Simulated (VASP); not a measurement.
# Al (P6_3/mmc) in VASP: further runs

Al is run at these levels: LDA; tasks: single point.

Program: VASP 6.6.1. These are calculated values, not measurements. Logs are shortened: lines on timing, memory, paths and dates and some standing lists are left out, and cuts for length are marked.

## (1) The cell of the first run

Symmetry: P6_3/mmc, No. 194, hexagonal system. The conventional cell has a = 2.846 Å, b = 2.846 Å, c = 9.247 Å, α = 90.00°, β = 90.00°, γ = 120.00°. Within 3.7 Å of Al (site symmetry -3m) lie 12 Al at 2.84 to 2.85 Å. Within 3.7 Å of Al (site symmetry -6m2) lie 12 Al at 2.84 to 2.85 Å.

## (2) Single point, LDA

INCAR

```
SYSTEM = Al
  PREC = Accurate
  ENCUT = 520
  EDIFF = 1E-7
  ISMEAR = -1
  SIGMA = 0.15
  LREAL = .False.
  LASPH = .True.
  NELM = 60
  ALGO = Normal
  ISIF = 2
  LWAVE = .False.
  LCHARG = .False.
  NBANDS = 14
```

KPOINTS

```
Automatic mesh
0
Gamma
  9 9 3
  0 0 0
```

POSCAR

```
Al
1.0
    2.8457999099      0.0000000000      0.0000000000
   -1.4229004582      2.4645355189      0.0000000000
    0.0000000000      0.0000000000      9.2468291637
Al
4
Direct
    0.0000000000      0.0000000000      0.0000000000
    0.3333333333      0.6666666667      0.2500000000
    0.0000000000      0.0000000000      0.5000000000
    0.6666666667      0.3333333333      0.7500000000
```

Potentials or basis: VASP PAW LDA potentials, release 64 (Al).

Launch:

```bash
$ cat potpaw_LDA.64/Al/POTCAR > POTCAR
$ mpirun -np 1 vasp_std > vasp.out
```

OUTCAR:

```text
SYSTEM = Al
   PREC = Accurate
   ENCUT = 520
   EDIFF = 1E-7
   ISMEAR = -1
   LREAL = .False.
   LASPH = .True.
   NELM = 60
   ISIF = 2

 ion  position               nearest neighbor table
   1  0.000  0.000  0.000-   4 2.84   2 2.84   4 2.84   2 2.84   4 2.84   2 2.84
   2  0.333  0.667  0.250-   1 2.84   3 2.84   1 2.84   3 2.84   1 2.84   3 2.84
   3  0.000  0.000  0.500-   4 2.84   2 2.84   4 2.84   2 2.84   4 2.84   2 2.84
   4  0.667  0.333  0.750-   1 2.84   3 2.84   1 2.84   3 2.84   1 2.84   3 2.84

  LATTYP: Found a hexagonal cell.
 ALAT       =     2.8457999099
 C/A-ratio  =     3.2492899910

  Lattice vectors:

 A1 = (   2.8457999099,   0.0000000000,   0.0000000000)
 A2 = (  -1.4229004582,   2.4645355189,   0.0000000000)
 A3 = (   0.0000000000,   0.0000000000,   9.2468291637)

Analysis of symmetry for initial positions (statically):
=====================================================================
 Subroutine PRICEL returns:
 Original cell was already a primitive cell.

 Routine SETGRP: Setting up the symmetry group for a
 hexagonal supercell.

 Subroutine GETGRP returns: Found 24 space group operations
 (whereof 12 operations were pure point group operations)
 out of a pool of 24 trial point group operations.

The static configuration has the point symmetry D_3d.
 The point group associated with its full space group is D_6h.

Analysis of symmetry for dynamics (positions and initial velocities):
=====================================================================
 Subroutine PRICEL returns:
 Original cell was already a primitive cell.

 Routine SETGRP: Setting up the symmetry group for a
 hexagonal supercell.

 Subroutine GETGRP returns: Found 24 space group operations
 (whereof 12 operations were pure point group operations)
 out of a pool of 24 trial point group operations.

The dynamic configuration has the point symmetry D_3d.
 The point group associated with its full space group is D_6h.

 Subroutine INISYM returns: Found 24 space group operations
 (whereof 12 operations are pure point group operations),
 and found     1 'primitive' translations

----------------------------------------------------------------------------------------

                                     Primitive cell

  volume of cell :      64.8533

  direct lattice vectors                    reciprocal lattice vectors
     2.845799910  0.000000000  0.000000000     0.351395049  0.202878057  0.000000000
    -1.422900458  2.464535519  0.000000000     0.000000000  0.405755970  0.000000000
     0.000000000  0.000000000  9.246829164     0.000000000  0.000000000  0.108145180

  length of vectors
     2.845799910  2.845800597  9.246829164     0.405756068  0.405755970  0.108145180

  position of ions in fractional coordinates (direct lattice)
     0.000000000  0.000000000  0.000000000
     0.333333333  0.666666667  0.250000000
     0.000000000  0.000000000  0.500000000
     0.666666667  0.333333333  0.750000000

  ion indices of the primitive-cell ions
   primitive index   ion index
                 1           1
                 2           2
                 3           3
                 4           4

----------------------------------------------------------------------------------------

 KPOINTS: Automatic mesh

Automatic generation of k-mesh.
 Grid dimensions read from file:
 generate k-points for:    9    9    3

 Generating k-lattice:

  Cartesian coordinates                     Fractional coordinates (reciprocal lattice)
     0.039043894  0.022542006  0.000000000     0.111111111  0.000000000  0.000000000
     0.000000000  0.045083997  0.000000000     0.000000000  0.111111111  0.000000000
     0.000000000  0.000000000  0.036048393     0.000000000  0.000000000  0.333333333

  Length of vectors
     0.045084008  0.045083997  0.036048393

  Shift w.r.t. Gamma in fractional coordinates (k-lattice)
     0.000000000  0.000000000  0.000000000

 Subroutine IBZKPT returns following result:
 ===========================================

 Found     24 irreducible k-points:

 Following reciprocal coordinates:
            Coordinates               Weight
  0.000000  0.000000  0.000000      1.000000
  0.111111  0.000000  0.000000      6.000000
  0.222222  0.000000  0.000000      6.000000
  0.333333  0.000000  0.000000      6.000000
  0.444444  0.000000  0.000000      6.000000
  0.111111  0.111111  0.000000      6.000000
[... 16 lines left out ...]
  0.333333  0.222222  0.333333     24.000000
  0.333333  0.333333  0.333333      4.000000
   k-points           NKPTS =     24   k-points in BZ     NKDIM =     24   number of bands    NBANDS=     14
   number of dos      NEDOS =    301   number of ions     NIONS =      4
   total plane-waves  NPLWV =  40320
   dimension x,y,z NGX =    24 NGY =   24 NGZ =   70
   dimension x,y,z NGXF=    48 NGYF=   48 NGZF=  140
   ions per type =               4
   NGX,Y,Z   is equivalent  to a cutoff of  14.02, 14.02, 12.59 a.u.
   NGXF,Y,Z  is equivalent  to a cutoff of  28.04, 28.04, 25.17 a.u.
 SYSTEM =  Al
   PREC   = accura    normal or accurate (medium, high low for compatibility)
   ISTART =      0    job   : 0-new  1-cont  2-samecut
   ICHARG =      2    charge: 1-file 2-atom 10-const
   ISPIN  =      1    spin polarized calculation?
   LNONCOLLINEAR =      F non collinear calculations
   LSORBIT =      F    spin-orbit coupling
   LASPH  =      T    aspherical Exc in radial PAW
   ENCUT  =  520.0 eV  38.22 Ry    6.18 a.u.   5.29  5.29 17.19*2*pi/ulx,y,z
   NELM   =     60;   NELMIN=  2; NELMDL= -5     # of ELM steps
   EDIFF  = 0.1E-06   stopping-criterion for ELM
   LREAL  =      F    real-space projection
   EDIFFG = 0.1E-05   stopping-criterion for IOM
   NSW    =      0    number of steps for IOM
   IBRION =     -1    ionic relax: 0-MD 1-quasi-New 2-CG
   NFREE  =      0    steps in history (QN), initial steepest desc. (CG)
   ISIF   =      2    stress and relaxation
   ISYM   =      2    0-nonsym 1-usesym 2-fastsym
   POTIM  = 0.5000    time-step for ionic-motion
   TEBEG  =    0.0;   TEEND  =   0.0 temperature during run
   PSTRESS=    0.0 pullay stress
   NELECT =      12.0000    total number of electrons
   NUPDOWN=      -1.0000    fix difference up-down
   EMIN   =  10.00;   EMAX   =-10.00  energy-range for DOS
   EFERMI =   0.00;   METHOD = LEGACY
   ISMEAR =    -1;   SIGMA  =   0.15  broadening in eV -4-tet -1-fermi 0-gaus
   EFERMI_NEDOS =   21; number of points for ismear=-14 and -15
   IALGO  =     38    algorithm
   IMIX   =      4    mixing-type and parameters
     AMIX     =   0.40;   BMIX     =  1.00
     AMIX_MAG =   1.60;   BMIX_MAG =  1.00
  volume/ion in A,a.u.               =      16.21       109.41
  Fermi-wavevector in a.u.,A,eV,Ry     =   0.932877  1.762882 11.840605  0.870260
  Thomas-Fermi vector in A             =   2.059521
   LORBIT       =      0    0 simple, 1 ext, 2 COOP (PROOUT), +10 PAW based schemes
   GGA     = CA    functional components
   LHFCALC =     F    Hartree Fock is set to
   AEXX    =    0.0000 exact exchange contribution
   IVDW    =     0    specifies the selected vdW correction
   LEPSILON=     F    determine dielectric tensor
   LRPA    =     F    only Hartree local field effects (RPA)
 non-spin polarized calculation
  energy-cutoff  :      520.00
  volume of cell :       64.85
 maximum number of plane-waves:      1767
 NGX is ok and might be reduce to    24
   NGX = 11   NGY = 11   NGZ = 35

 number of electron      12.0000000 magnetization

 Free energy of the ion-electron system (eV)
  ---------------------------------------------------
  ext. energy  EPLUGINS =         0.00000000
  ---------------------------------------------------
  free energy    TOTEN  =       -16.75099930 eV

  energy without entropy =      -16.62832543  energy(sigma->0) =      -16.68966237

 E-fermi :   7.9173     XC(G=0): -10.4097

 val. band max:        7.8735760920   @ k =   0.4444   0.0000   0.0000
 cond. band min:       8.0226401070   @ k =   0.2222   0.2222   0.0000
 fundamental gap:      0.1490640150
 Fermi energy:         7.9173079385

 k-point     1 :       0.0000    0.0000    0.0000
  band No.  band energies     occupation
      1      -3.2486      2.00000
      2      -1.5338      2.00000
      3      -1.5303      2.00000
      4       3.3825      2.00000
      5       3.6187      2.00000
      6      11.5226      0.00000
      7      11.5369      0.00000
      8      18.5779      0.00000
      9      18.5779      0.00000
     10      18.7942      0.00000
     11      18.7942      0.00000
     12      19.8066      0.00000
     13      19.8078      0.00000
     14      20.0180      0.00000

 k-point     2 :       0.1111    0.0000    0.0000
  band No.  band energies     occupation
      1      -2.9489      2.00000
      2      -1.2378      2.00000
      3      -1.2341      2.00000
      4       3.6595      2.00000
      5       3.9111      2.00000
      6      11.7485      0.00000
      7      11.7808      0.00000
      8      15.0030      0.00000
      9      16.3900      0.00000
     10      16.4881      0.00000
     11      16.6457      0.00000
     12      18.0899      0.00000
     13      18.1042      0.00000
     14      18.2492      0.00000
[... 343 lines left out ...]
      1       2.5179      2.00000
      2       3.0635      2.00000
      3       5.0452      2.00000
      4       5.0732      2.00000
      5       5.8079      2.00000
      6       6.7524      1.99915
      7       7.5884      1.79921
      8       7.8295      1.28448
      9       8.4278      0.06437
     10       9.4164      0.00009
     11      10.5977      0.00000
     12      11.3779      0.00000
     13      12.1353      0.00000
     14      13.5626      0.00000

 k-point    24 :       0.3333    0.3333    0.3333
  band No.  band energies     occupation
      1       4.6745      2.00000
      2       4.8437      2.00000
      3       4.8437      2.00000
      4       5.1531      2.00000
      5       5.3590      2.00000
      6       5.3590      2.00000
      7       7.4671      1.90527
      8       7.4671      1.90527
      9       7.6921      1.63555
     10       9.1639      0.00049
     11       9.5101      0.00005
     12       9.5101      0.00005
     13      13.4621      0.00000
     14      13.4621      0.00000

------------------------ aborting loop because EDIFF is reached ----------------------------------------

  FORCE on cell =-STRESS in cart. coord.  units (eV):
  Direction    XX          YY          ZZ          XY          YZ          ZX
  --------------------------------------------------------------------------------------
  -------------------------------------------------------------------------------------
  Total       -0.9800765     -0.9800769     -0.1476003      0.0000002     -0.0000000      0.0000000
  in kB      -24.2124253    -24.2124352     -3.6464115      0.0000049     -0.0000000      0.0000000
  external PRESSURE =     -17.3570907 kB  Pullay stress =       0.0000000 kB

 VOLUME and BASIS-vectors are now :
 -----------------------------------------------------------------------------
  energy-cutoff  :      520.00
  volume of cell :       64.85
      direct lattice vectors                 reciprocal lattice vectors
     2.845799910  0.000000000  0.000000000     0.351395049  0.202878057  0.000000000
    -1.422900458  2.464535519  0.000000000     0.000000000  0.405755970  0.000000000
     0.000000000  0.000000000  9.246829164     0.000000000  0.000000000  0.108145180

 POSITION                                       TOTAL-FORCE (eV/Angst)
 -----------------------------------------------------------------------------------
      0.00000      0.00000      0.00000         0.000000      0.000000      0.000000
     -0.00000      1.64302      2.31171        -0.000000      0.000000     -0.000000
      0.00000      0.00000      4.62341         0.000000      0.000000      0.000000
      1.42290      0.82151      6.93512         0.000000      0.000000     -0.000000
 -----------------------------------------------------------------------------------
    total drift:                               -0.000000      0.000000      0.000000

  FREE ENERGIE OF THE ION-ELECTRON SYSTEM (eV)
  ---------------------------------------------------
  free  energy   TOTEN  =       -16.7509993016 eV

  energy  without entropy=      -16.6283254290  energy(sigma->0) =      -16.68966237
```

Wall time 6.2 s (1 thread of Intel Xeon 6975P-C (Granite Rapids), shared host); peak memory 0.15 GiB.

What came out:

* Free energy: -16.7510 eV
* Pressure: -1.7 GPa
* Band gap on the k mesh: zero (band 6 reaches 11.97 eV, above the bottom of band 7 at 6.61 eV)

Stress tensor (GPa, compression positive):
```
-2.42  0.00  0.00
 0.00 -2.42  0.00
 0.00  0.00 -0.36
```

## (3) Single point, LDA

This run uses another cell than the first one, of 16.53 Å³/atom, 1.020 times its volume.

INCAR

```
ALGO = Normal
EDIFF = 1E-6
ENCUT = 520
ISIF = 2
ISMEAR = -1
LASPH = T
LCHARG = F
LREAL = F
LWAVE = F
NBANDS = 14
NELM = 80
PREC = Accurate
SIGMA = 0.15
```

KPOINTS

```
k-points
0
Gamma
  9 9 3
```

POSCAR

```
Al
1.0
    2.8642796479      0.0000000000      0.0000000000
   -1.4321403305      2.4805394447      0.0000000000
    0.0000000000      0.0000000000      9.3068751914
Al
4
Direct
    0.0000000000      0.0000000000      0.0000000000
    0.3333333333      0.6666666667      0.2500000000
    0.0000000000      0.0000000000      0.5000000000
    0.6666666667      0.3333333333      0.7500000000
```

Potentials or basis: VASP PAW LDA potentials, release 64 (Al).

Launch:

```bash
$ cat potpaw_LDA.64/Al/POTCAR > POTCAR
$ mpirun -np 1 vasp_std > vasp.out
```

Wall time 5.9 s (1 thread of Intel Xeon 6975P-C (Granite Rapids), shared host); peak memory 0.15 GiB.

It converged, with:

```yaml
Free_energy: -16.7317 eV
Pressure: -3.1 GPa
Band_gap_on_the_k_mesh: zero (band 6 reaches 11.74 eV, above the bottom of band 7 at 6.42 eV)
```

Stress tensor (GPa, compression positive):
```
-3.79  0.00  0.00
 0.00 -3.79  0.00
 0.00  0.00 -1.80
```

Levels at points of the mesh, in eV from the Fermi level:
| k point | band 2 | band 3 | band 4 | band 5 | band 6 | band 7 | band 8 | band 9 |
| --- | --- | --- | --- | --- | --- | --- | --- | --- |
| (0.00, 0.00, 0.00) | -9.34 | -9.34 | -4.46 | -4.28 | 3.56 | 3.58 | 10.50 | 10.50 |

## (4) Single point, LDA

This run uses another cell than the first one, of 16.85 Å³/atom, 1.039 times its volume.

INCAR

```
  PREC = Accurate
  ENCUT = 520
  EDIFF = 1E-7
  ISMEAR = -1
  SIGMA = 0.15
  LREAL = F
  LASPH = T
  NELM = 80
  ALGO = Normal
  ISIF = 2
  LWAVE = F
  LCHARG = F
  NBANDS = 14
```

KPOINTS

```
regular mesh
0
Gamma
  9 9 3
```

POSCAR

```
Al
1.0
    2.8825239592      0.0000000000      0.0000000000
   -1.4412624894      2.4963394850      0.0000000000
    0.0000000000      0.0000000000      9.3661562495
Al
4
Direct
    0.0000000000      0.0000000000      0.0000000000
    0.3333333333      0.6666666667      0.2500000000
    0.0000000000      0.0000000000      0.5000000000
    0.6666666667      0.3333333333      0.7500000000
```

Launch:

```bash
$ cat potpaw_LDA.64/Al/POTCAR > POTCAR
$ mpirun -np 1 vasp_std > vasp.out
```

Run time: 6.4 s. Hardware: 1 thread of Intel Xeon 6975P-C (Granite Rapids), shared host; peak memory 0.15 GiB.

It converged, with:

- Free energy: -16.7019 eV
- Pressure: -4.4 GPa
- Band gap on the k mesh: zero (band 6 reaches 11.51 eV, above the bottom of band 7 at 6.23 eV)

Stress tensor (GPa, compression positive):
```
-5.00  0.00  0.00
 0.00 -5.00  0.00
 0.00  0.00 -3.09
```

Levels at points of the mesh, in eV from the Fermi level:
```csv
k point,band 2,band 3,band 4,band 5,band 6,band 7,band 8,band 9
"(0.00, 0.00, 0.00)",-9.23,-9.23,-4.39,-4.25,3.52,3.53,10.35,10.35
```

## (5) Summary

```csv
cell,gap on the mesh (eV),pressure (GPa)
"a = 2.846, b = 2.846, c = 9.247 Å, angles 90.0, 90.0, 120.0°, 4 atoms",none,-1.7
"a = 2.864, b = 2.864, c = 9.307 Å, angles 90.0, 90.0, 120.0°, 4 atoms",none,-3.1
"a = 2.883, b = 2.883, c = 9.366 Å, angles 90.0, 90.0, 120.0°, 4 atoms",none,-4.4
```

Alike in all rows: task single point; level LDA; potentials or basis VASP PAW LDA potentials, release 64 (Al); no spin polarisation; k mesh 9 × 9 × 3; cutoff (eV) 520; smearing fermi-dirac 0.15 eV.

Total energies depend on the potentials used, so only differences within one code and one set of settings carry meaning.
